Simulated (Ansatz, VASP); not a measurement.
# One calculation of AlCo, two programs

The input INCAR:

```
SYSTEM = AlCo
PREC = Accurate
ENCUT = 520
EDIFF = 1E-6
ISMEAR = 0
SIGMA = 0.15
LREAL = .FALSE.
LASPH = .TRUE.
NELM = 80
ALGO = Fast
ISIF = 2
LWAVE = .FALSE.
LCHARG = .FALSE.
GGA = PS
NBANDS = 13
```

KPOINTS

```
regular mesh
0
G
  24 24 24
  0 0 0
```

File POSCAR:

```
AlCo
1.0
    2.5862231461      0.0000000000      0.0000000000
    0.0000000000      2.5862231461      0.0000000000
    0.0000000000      0.0000000000      3.3620900900
Al Co
1 1
Direct
    0.0000000000      0.0000000000      0.0000000000
    0.5000000000      0.5000000000      0.5000000000
```

Input for Ansatz:

```yaml
crystal:
  lattice:
    - [2.5862231461, 0.0, 0.0]
    - [0.0, 2.5862231461, 0.0]
    - [0.0, 0.0, 3.36209009]
  atoms:
    - { symbol: Al, position: [0.0, 0.0, 0.0] }
    - { symbol: Co, position: [0.5, 0.5, 0.5] }
basis:
  ecutwfc: 420
kpoints:
  mp_grid: { grid: [24, 24, 24] }
hamiltonian:
  xc: pbesol
scf:
  occupations: { method: gaussian, width: 0.15 }
output:
  forces: true
  stress: true
  eigenvalues: true
```

Alike in both runs: task single point; functional PBEsol; k mesh 24 × 24 × 24; occupations gaussian, width 0.15 eV; no spin polarisation.

|  | VASP | Ansatz |
| --- | --- | --- |
| version | VASP 6.6.1 | Ansatz 0.2.0 |
| potentials or method | VASP PAW PBE potentials, release 64 (Al, Co), cutoff 520 eV | scalar-relativistic, plane waves, PAW |
| valence electrons in the cell | 12 | 20 |

Ansatz gave:

* gap on the k mesh at the Fermi level (eV): none
* pressure (GPa): 5.0
* traceless stress, the component that is largest in VASP (GPa): -14.57

**Question.** Estimate VASP's values.

**Answer.** gap on the k mesh at the Fermi level (eV): none; pressure (GPa): 4.8; traceless stress, the component that is largest in VASP (GPa): -14.79.

VASP's potentials were made for PBE, not for PBEsol. A gap of «none» marks a metal or a gap that the smearing closes. VASP's potentials hold 12 valence electrons a cell and Ansatz's 20, so a difference there can come from the potentials and not from the codes.
